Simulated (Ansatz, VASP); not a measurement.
## Two plane-wave programs on Au

INCAR

```
SYSTEM = Au
ALGO     = Normal         ! electronic algorithm
EDIFF    = 1E-6           ! SCF threshold, eV
EDIFFG   = -0.01          ! ionic threshold
ENCUT    = 600            ! plane-wave cutoff, eV
GGA      = PE             ! functional
IBRION   = 2              ! ionic algorithm
ISIF     = 3              ! what is computed and relaxed
ISMEAR   = 0              ! smearing method
LASPH    = .TRUE.         ! aspherical terms in the spheres
LCHARG   = .FALSE.        ! write CHGCAR
LREAL    = .FALSE.        ! projectors in reciprocal space
LWAVE    = .FALSE.        ! write WAVECAR
NELM     = 80             ! most SCF steps
NSW      = 100            ! ionic steps
PREC     = Accurate       ! precision mode
SIGMA    = 0.1            ! smearing width, eV
```

File KPOINTS:

```
k-points
0
G
  18 18 14
  0 0 0
```

File POSCAR:

```
Au
1.0
    2.8130319014      0.0000000000      0.0000000000
   -1.4065159507      2.4361570882      0.0000000000
    0.0000000000      0.0000000000      2.8087429550
Au
1
Direct
    0.0000000000      0.0000000000      0.0000000000
```

Input for Ansatz:

```yaml
crystal:
  lattice:
    - [2.8130319014, 0.0, 0.0]
    - [-1.4065159507, 2.4361570882, 0.0]
    - [0.0, 0.0, 2.808742955]
  atoms:
    - { symbol: Au, position: [0.0, 0.0, 0.0] }
basis:
  ecutwfc: 420
kpoints:
  mp_grid: { grid: [18, 18, 14] }
hamiltonian:
  xc: pbe
scf:
  occupations: { method: gaussian, width: 0.1 }
output:
  forces: true
  stress: true
  eigenvalues: true
relax:
  adjacent_minimum: "off"
  f_tol: 0.01
  max_steps: 80
  cell: { stress_tol: 0.05 }
```

Alike in both runs: task relaxation of cell and atoms; functional PBE; k mesh 18 × 18 × 14; occupations gaussian, width 0.1 eV; no spin polarisation.

|  | VASP | Ansatz |
| --- | --- | --- |
| version | VASP 6.6.1 | Ansatz 0.2.0 |
| potentials or method | VASP PAW PBE potentials, release 64 (Au), cutoff 600 eV | scalar-relativistic, plane waves, PAW |
| valence electrons in the cell | 11 | 19 |

VASP gave:

- gap on the k mesh at the Fermi level, each at its own relaxed structure (eV): none
- relaxed volume (Å³/atom): 19.34
- relaxed length of the cell vector where the two differ most in proportion (Å): 2.803

Q: What did Ansatz give for the same quantities?

A: gap on the k mesh at the Fermi level, each at its own relaxed structure (eV): none; relaxed volume (Å³/atom): 19.36; relaxed length of the cell vector where the two differ most in proportion (Å): 2.805.

A gap of «none» marks a metal or a gap that the smearing closes. VASP's potentials hold 11 valence electrons a cell and Ansatz's 19, so a difference there can come from the potentials and not from the codes.

Spin-orbit coupling is off throughout.
